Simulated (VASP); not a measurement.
Crystal: MgO.

```
Mg O
1.0
     3.28865    0.00000    0.00000
    -1.64433    2.84806    0.00000
     0.00000    0.00000    7.55008
Mg O
3 3
Direct
  0.00000 0.00000 0.00000
  0.33333 0.66667 0.33333
  0.66667 0.33333 0.66667
  0.00000 0.00000 0.25000
  0.33333 0.66667 0.58333
  0.66667 0.33333 0.91667
```

| Property | Result |
| --- | --- |
| Program | VASP 6.6.1 |
| Task | relaxation of cell and atoms |
| Functional | r2SCAN |
| Potentials or basis | VASP PAW PBE potentials, release 64 (Mg, O) |
| Cutoff | 600 eV |
| k mesh | 9 × 9 × 3 |
| Occupations | gaussian, width 0.02 eV |
| Spin | no spin polarisation |

At the start: pressure 1.1 GPa; volume 11.79 Å³/atom.

**Question.** How do energy, volume and symmetry change on relaxing?

**Answer.** Over 8 steps the energy falls by 29.0 meV/atom and the volume is 11.82 Å³/atom (+0.3 %); space group R3m (No. 160, to 0.1 Å) before, F-43m (No. 216, to 0.1 Å).

The path:
```csv
step,energy change (eV),largest force (eV/Å),pressure (GPa),volume (Å³)
1,0.0000,0.7703,1.14,70.72
2,-0.0983,0.5926,-0.57,71.48
3,-0.1504,0.1961,-0.60,71.20
4,-0.1638,0.1552,0.16,70.80
5,-0.1703,0.1012,1.11,70.31
6,-0.1738,0.0443,-0.30,71.07
7,-0.1742,0.0084,0.04,70.89
8,-0.1743,0.0063,-0.05,70.94
```

Final structure:
```
CELL_PARAMETERS angstrom
3.22170 0.00000 0.00000
-1.61085 2.79007 0.00000
0.00000 0.00000 7.89247
ATOMIC_POSITIONS crystal
Mg 0.00000 0.00000 0.99995
Mg 0.33333 0.66667 0.33328
Mg 0.66667 0.33333 0.66662
O 0.00000 0.00000 0.25005
O 0.33333 0.66667 0.58338
O 0.66667 0.33333 0.91672
```

Caveat: the PAW data sets were made with another functional, which shifts forces and pressure a little.
